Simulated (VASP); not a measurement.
A run of VASP 6.6.1 is set up as follows.

Contents of INCAR:

```
SYSTEM = SnO
ALGO = Normal ; EDIFF = 1E-7
ENCUT = 520 ; ISIF = 2
ISMEAR = 0 ; LASPH = .True.
LCHARG = .False. ; LREAL = .False.
LWAVE = .False. ; NBANDS = 28
NELM = 60 ; PREC = Accurate
SIGMA = 0.01
```

Contents of KPOINTS:

```
k-points
0
Gamma
  12 12 6
  0 0 0
```

Contents of POSCAR:

```
SnO
1.0
    4.1254992580      0.0000000000      0.0000000000
   -2.0627496290      3.5727871607      0.0000000000
    0.0000000000      0.0000000000      5.1854030836
Sn O
2 2
Direct
    0.3333333333      0.6666666667      0.2500000000
    0.6666666667      0.3333333333      0.7500000000
    0.6666666667      0.3333333333      0.2500000000
    0.3333333333      0.6666666667      0.7500000000
```

Potentials or basis: VASP PAW LDA potentials, release 64 (Sn_d, O).

Launch:

```console
$ cat potpaw_LDA.64/Sn_d/POTCAR potpaw_LDA.64/O/POTCAR > POTCAR
$ mpirun -np 1 vasp_std > vasp.out
```

Problem. What does it give for the band gap on the k mesh?

Solution. 0.40 eV, direct.

Problem. Estimate the pressure.

Solution. -3.5 GPa.

Stress tensor (GPa, compression positive):
```
-3.28  0.00  0.00
 0.00 -3.28  0.00
 0.00  0.00 -3.91
```

Caveat: spin-orbit coupling is left out, which moves the levels of the heavy elements. A k mesh can miss the band edges.
